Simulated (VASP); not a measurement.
# Mg (P6_3/mmc) in VASP: a series of runs

Mg is run at these levels: PBE, RPBE+D3(BJ), PBE+D3(BJ); tasks: single point.

Everything below comes from runs of VASP 6.6.1. Logs are shortened: lines on timing, memory, paths and dates and some standing lists are left out, and cuts for length are marked.

### 1 The cell of the first run

It takes space group P6_3/mmc (No. 194, hexagonal). Conventional cell: a = 3.177 Å, b = 3.177 Å, c = 10.319 Å, α = 90.00°, β = 90.00°, γ = 120.00°. Mg (site symmetry -6m2) has 12 Mg at 3.17 to 3.18 Å within 4.2 Å. Mg (site symmetry -3m) has 12 Mg at 3.17 to 3.18 Å within 4.2 Å.

### 2 Single point, PBE

Contents of INCAR:

```
ALGO = Normal
EDIFF = 1E-6
ENCUT = 520
GGA = PE
ISIF = 2
ISMEAR = 0
LASPH = T
LCHARG = F
LREAL = F
LWAVE = F
NBANDS = 12
NELM = 60
PREC = Accurate
SIGMA = 0.023
```

Contents of KPOINTS:

```
k-points
0
Gamma
  10 10 3
```

Contents of POSCAR:

```
Mg
1.0
    3.1768261656      0.0000000000      0.0000000000
   -1.5884130828      2.7512121628      0.0000000000
    0.0000000000      0.0000000000     10.3188620100
Mg
4
Direct
    0.6666666667      0.3333333333      0.7500000000
    0.0000000000      0.0000000000      0.5000000000
    0.3333333333      0.6666666667      0.2500000000
    0.0000000000      0.0000000000      0.0000000000
```

Potentials or basis: VASP PAW PBE potentials, release 64 (Mg).

Command:

```
cat potpaw_PBE.64/Mg/POTCAR > POTCAR
mpirun -np 1 vasp_std > vasp.out
```

OUTCAR:

```text
EDIFF = 1E-6
   ENCUT = 520
   GGA = PE
   ISIF = 2
   ISMEAR = 0
   LASPH = T
   LREAL = F
   NELM = 60
   PREC = Accurate

 ion  position               nearest neighbor table
   1  0.667  0.333  0.750-   2 3.17   4 3.17   2 3.17   4 3.17   2 3.17   4 3.17
   2  0.000  0.000  0.500-   1 3.17   3 3.17   3 3.17   1 3.17   1 3.17   3 3.17
   3  0.333  0.667  0.250-   2 3.17   4 3.17   2 3.17   4 3.17   2 3.17   4 3.17
   4  0.000  0.000  0.000-   1 3.17   3 3.17   3 3.17   1 3.17   1 3.17   3 3.17

  LATTYP: Found a hexagonal cell.
 ALAT       =     3.1768261656
 C/A-ratio  =     3.2481670296

  Lattice vectors:

 A1 = (   3.1768261656,   0.0000000000,   0.0000000000)
 A2 = (  -1.5884130828,   2.7512121628,   0.0000000000)
 A3 = (   0.0000000000,   0.0000000000,  10.3188620100)

Analysis of symmetry for initial positions (statically):
=====================================================================
 Subroutine PRICEL returns:
 Original cell was already a primitive cell.

 Routine SETGRP: Setting up the symmetry group for a
 hexagonal supercell.

 Subroutine GETGRP returns: Found 24 space group operations
 (whereof 12 operations were pure point group operations)
 out of a pool of 24 trial point group operations.

The static configuration has the point symmetry D_3d.
 The point group associated with its full space group is D_6h.

Analysis of symmetry for dynamics (positions and initial velocities):
=====================================================================
 Subroutine PRICEL returns:
 Original cell was already a primitive cell.

 Routine SETGRP: Setting up the symmetry group for a
 hexagonal supercell.

 Subroutine GETGRP returns: Found 24 space group operations
 (whereof 12 operations were pure point group operations)
 out of a pool of 24 trial point group operations.

The dynamic configuration has the point symmetry D_3d.
 The point group associated with its full space group is D_6h.

 Subroutine INISYM returns: Found 24 space group operations
 (whereof 12 operations are pure point group operations),
 and found     1 'primitive' translations

----------------------------------------------------------------------------------------

                                     Primitive cell

  volume of cell :      90.1881

  direct lattice vectors                    reciprocal lattice vectors
     3.176826166  0.000000000  0.000000000     0.314779578  0.181738074  0.000000000
    -1.588413083  2.751212163  0.000000000     0.000000000  0.363476148  0.000000000
     0.000000000  0.000000000 10.318862010     0.000000000  0.000000000  0.096909911

  length of vectors
     3.176826166  3.176826166 10.318862010     0.363476148  0.363476148  0.096909911

  position of ions in fractional coordinates (direct lattice)
     0.666666667  0.333333333  0.750000000
     0.000000000  0.000000000  0.500000000
     0.333333333  0.666666667  0.250000000
     0.000000000  0.000000000  0.000000000

  ion indices of the primitive-cell ions
   primitive index   ion index
                 1           1
                 2           2
                 3           3
                 4           4

----------------------------------------------------------------------------------------

 KPOINTS: k-points

Automatic generation of k-mesh.
 Grid dimensions read from file:
 generate k-points for:   10   10    3

 Generating k-lattice:

  Cartesian coordinates                     Fractional coordinates (reciprocal lattice)
     0.031477958  0.018173807  0.000000000     0.100000000 -0.000000000  0.000000000
     0.000000000  0.036347615  0.000000000     0.000000000  0.100000000  0.000000000
     0.000000000  0.000000000  0.032303304     0.000000000  0.000000000  0.333333333

  Length of vectors
     0.036347615  0.036347615  0.032303304

  Shift w.r.t. Gamma in fractional coordinates (k-lattice)
     0.000000000  0.000000000  0.000000000

 Subroutine IBZKPT returns following result:
 ===========================================

 Found     28 irreducible k-points:

 Following reciprocal coordinates:
            Coordinates               Weight
  0.000000  0.000000  0.000000      1.000000
  0.100000  0.000000  0.000000      6.000000
  0.200000  0.000000  0.000000      6.000000
  0.300000  0.000000  0.000000      6.000000
  0.400000  0.000000  0.000000      6.000000
  0.500000  0.000000  0.000000      3.000000
[... 16 lines left out ...]
  0.300000  0.100000  0.333333     24.000000
  0.400000  0.100000  0.333333     24.000000
 [... further k-points ...]
   k-points           NKPTS =     28   k-points in BZ     NKDIM =     28   number of bands    NBANDS=     12
   number of dos      NEDOS =    301   number of ions     NIONS =      4
   total plane-waves  NPLWV =  46080
   dimension x,y,z NGX =    24 NGY =   24 NGZ =   80
   dimension x,y,z NGXF=    48 NGYF=   48 NGZF=  160
   ions per type =               4
   NGX,Y,Z   is equivalent  to a cutoff of  12.56, 12.56, 12.89 a.u.
   NGXF,Y,Z  is equivalent  to a cutoff of  25.12, 25.12, 25.78 a.u.
 SYSTEM =  unknown system
   PREC   = accura    normal or accurate (medium, high low for compatibility)
   ISTART =      0    job   : 0-new  1-cont  2-samecut
   ICHARG =      2    charge: 1-file 2-atom 10-const
   ISPIN  =      1    spin polarized calculation?
   LNONCOLLINEAR =      F non collinear calculations
   LSORBIT =      F    spin-orbit coupling
   LASPH  =      T    aspherical Exc in radial PAW
   ENCUT  =  520.0 eV  38.22 Ry    6.18 a.u.   5.91  5.91 19.19*2*pi/ulx,y,z
   NELM   =     60;   NELMIN=  2; NELMDL= -5     # of ELM steps
   EDIFF  = 0.1E-05   stopping-criterion for ELM
   LREAL  =      F    real-space projection
   EDIFFG = 0.1E-04   stopping-criterion for IOM
   NSW    =      0    number of steps for IOM
   IBRION =     -1    ionic relax: 0-MD 1-quasi-New 2-CG
   NFREE  =      0    steps in history (QN), initial steepest desc. (CG)
   ISIF   =      2    stress and relaxation
   ISYM   =      2    0-nonsym 1-usesym 2-fastsym
   POTIM  = 0.5000    time-step for ionic-motion
   TEBEG  =    0.0;   TEEND  =   0.0 temperature during run
   PSTRESS=    0.0 pullay stress
   NELECT =       8.0000    total number of electrons
   NUPDOWN=      -1.0000    fix difference up-down
   EMIN   =  10.00;   EMAX   =-10.00  energy-range for DOS
   EFERMI =   0.00;   METHOD = LEGACY
   ISMEAR =     0;   SIGMA  =   0.02  broadening in eV -4-tet -1-fermi 0-gaus
   EFERMI_NEDOS =   21; number of points for ismear=-14 and -15
   IALGO  =     38    algorithm
   IMIX   =      4    mixing-type and parameters
     AMIX     =   0.40;   BMIX     =  1.00
     AMIX_MAG =   1.60;   BMIX_MAG =  1.00
  volume/ion in A,a.u.               =      22.55       152.15
  Fermi-wavevector in a.u.,A,eV,Ry     =   0.730110  1.379708  7.252733  0.533061
  Thomas-Fermi vector in A             =   1.821999
   LORBIT       =      0    0 simple, 1 ext, 2 COOP (PROOUT), +10 PAW based schemes
   GGA     = PE    functional components
   LHFCALC =     F    Hartree Fock is set to
   AEXX    =    0.0000 exact exchange contribution
   IVDW    =     0    specifies the selected vdW correction
   LEPSILON=     F    determine dielectric tensor
   LRPA    =     F    only Hartree local field effects (RPA)
 non-spin polarized calculation
 Gauss-broadening in eV      SIGMA  =   0.02
  energy-cutoff  :      520.00
  volume of cell :       90.19
 maximum number of plane-waves:      2456
 NGX is ok and might be reduce to    24
   NGX = 11   NGY = 11   NGZ = 39

 number of electron       8.0000000 magnetization

 Free energy of the ion-electron system (eV)
  ---------------------------------------------------
  ext. energy  EPLUGINS =         0.00000000
  ---------------------------------------------------
  free energy    TOTEN  =        -5.99494473 eV

  energy without entropy =       -5.99475561  energy(sigma->0) =       -5.99485017

 E-fermi :   2.8356     XC(G=0):  -8.5467

 val. band max:        2.8189977870   @ k =   0.3000   0.3000   0.0000
 cond. band min:       2.8846573119   @ k =   0.3000   0.3000   0.3333
 fundamental gap:      0.0656595248
 Fermi energy:         2.8356158405

 k-point     1 :       0.0000    0.0000    0.0000
  band No.  band energies     occupation
      1      -4.2817      2.00000
      2      -2.8747      2.00000
      3      -2.8738      2.00000
      4       1.0115      2.00000
      5       1.4844      2.00000
      6       7.8009      0.00000
      7       7.8103      0.00000
      8      13.8012      0.00000
      9      13.8012      0.00000
     10      13.8778      0.00000
     11      13.8778      0.00000
     12      14.5864      0.00000

 k-point     2 :       0.1000    0.0000    0.0000
  band No.  band energies     occupation
      1      -4.0824      2.00000
      2      -2.6784      2.00000
      3      -2.6775      2.00000
      4       1.1931      2.00000
      5       1.6777      2.00000
      6       7.9449      0.00000
      7       7.9662      0.00000
      8      11.0481      0.00000
      9      12.0982      0.00000
     10      12.1770      0.00000
     11      12.3578      0.00000
     12      13.3170      0.00000

 k-point     3 :       0.2000    0.0000    0.0000
  band No.  band energies     occupation
      1      -3.4872      2.00000
      2      -2.0921      2.00000
      3      -2.0911      2.00000
      4       1.7383      2.00000
      5       2.2458      2.00000
      6       7.7097      0.00000
      7       8.2599      0.00000
      8       8.7152      0.00000
      9       9.2290      0.00000
     10       9.4435      0.00000
     11      11.1945      0.00000
     12      11.7557      0.00000

 k-point     4 :       0.3000    0.0000    0.0000
  band No.  band energies     occupation
      1      -2.5035      2.00000
      2      -1.1239      2.00000
      3      -1.1223      2.00000
      4       2.6469      2.00000
      5       3.1087      0.00000
      6       5.2409      0.00000
      7       6.3740      0.00000
      8       6.4705      0.00000
      9       9.3496      0.00000
     10       9.4312      0.00000
     11       9.9849      0.00000
     12      10.0355      0.00000

 k-point     5 :       0.4000    0.0000    0.0000
  band No.  band energies     occupation
      1      -1.1440      2.00000
      2       0.2089      2.00000
      3       0.2121      2.00000
      4       2.5745      2.00000
      5       3.8186      0.00000
      6       3.8995      0.00000
      7       4.1395      0.00000
      8       4.8696      0.00000
      9       7.6045      0.00000
     10       8.0937      0.00000
     11       9.8685      0.00000
     12      10.1464      0.00000
[... 228 lines left out ...]
      1      -3.5288      2.00000
      2      -3.0610      2.00000
      3      -1.2136      2.00000
      4       0.1442      2.00000
      5       3.7357      0.00000
      6       5.8787      0.00000
      7       9.4904      0.00000
      8       9.6866      0.00000
      9      10.0991      0.00000
     10      10.2357      0.00000
     11      10.9389      0.00000
     12      11.8350      0.00000

 k-point    22 :       0.2000    0.1000    0.3333
  band No.  band energies     occupation
      1      -2.7406      2.00000
      2      -2.2768      2.00000
      3      -0.4461      2.00000
      4       0.8969      2.00000
      5       4.4122      0.00000
      6       6.2897      0.00000
      7       6.9517      0.00000
      8       7.3734      0.00000
      9       8.5214      0.00000
     10       8.6975      0.00000
     11       9.5069      0.00000
     12      10.2498      0.00000

 k-point    23 :       0.3000    0.1000    0.3333
  band No.  band energies     occupation
      1      -1.5710      2.00000
      2      -1.1134      2.00000
      3       0.6874      2.00000
      4       1.9935      2.00000
      5       4.0829      0.00000
      6       4.5187      0.00000
      7       5.7229      0.00000
      8       6.2931      0.00000
      9       7.3133      0.00000
     10       7.5533      0.00000
     11       8.3829      0.00000
     12       8.7850      0.00000

 k-point    24 :       0.4000    0.1000    0.3333
  band No.  band energies     occupation
      1      -0.0369      2.00000
      2       0.4083      2.00000
      3       1.8067      2.00000
      4       1.9753      2.00000
      5       2.5770      2.00000
      6       3.5123      0.00000
      7       4.1984      0.00000
      8       5.3902      0.00000
      9       6.8137      0.00000
     10       7.5308      0.00000
     11       8.1620      0.00000
     12       8.9693      0.00000

 [... further k-points ...]
[... 5 lines left out ...]
  --------------------------------------------------------------------------------------
  -------------------------------------------------------------------------------------
  Total        0.2147226      0.2147226      0.9853404     -0.0000000      0.0000000     -0.0000000
  in kB        3.8145123      3.8145123     17.5044116     -0.0000000      0.0000000     -0.0000000
  external PRESSURE =       8.3778121 kB  Pullay stress =       0.0000000 kB

 VOLUME and BASIS-vectors are now :
 -----------------------------------------------------------------------------
  energy-cutoff  :      520.00
  volume of cell :       90.19
      direct lattice vectors                 reciprocal lattice vectors
     3.176826166  0.000000000  0.000000000     0.314779578  0.181738074  0.000000000
    -1.588413083  2.751212163  0.000000000     0.000000000  0.363476148  0.000000000
     0.000000000  0.000000000 10.318862010     0.000000000  0.000000000  0.096909911

 POSITION                                       TOTAL-FORCE (eV/Angst)
 -----------------------------------------------------------------------------------
      1.58841      0.91707      7.73915        -0.000000      0.000000      0.000000
      0.00000      0.00000      5.15943        -0.000000     -0.000000     -0.000000
     -0.00000      1.83414      2.57972         0.000000      0.000000     -0.000000
      0.00000      0.00000      0.00000        -0.000000     -0.000000     -0.000000
 -----------------------------------------------------------------------------------
    total drift:                               -0.000000     -0.000000     -0.000000

  FREE ENERGIE OF THE ION-ELECTRON SYSTEM (eV)
  ---------------------------------------------------
  free  energy   TOTEN  =        -5.9949447339 eV

  energy  without entropy=       -5.9947556133  energy(sigma->0) =       -5.99485017
```

Wall time 21 s (1 thread of AMD EPYC 7R43 (Zen 3), shared host); peak memory 0.16 GiB.

What came out:

- Free energy: -5.9949 eV
- Pressure: 0.8 GPa
- Band gap on the k mesh: zero (band 4 reaches 3.37 eV, above the bottom of band 5 at 1.48 eV)

Stress tensor (GPa, compression positive):
```
0.38 0.00 0.00
0.00 0.38 0.00
0.00 0.00 1.75
```

Levels at points of the mesh, in eV from the Fermi level:
| k point | band 2 | band 3 | band 4 | band 5 | band 6 | band 7 |
| --- | --- | --- | --- | --- | --- | --- |
| (0.00, 0.00, 0.00) | -5.71 | -5.71 | -1.82 | -1.35 | 4.97 | 4.97 |
| (0.50, 0.00, 0.00) | -2.26 | -1.20 | -1.18 | -0.62 | -0.59 | 2.67 |

(Part 1 of 2 ends here.)
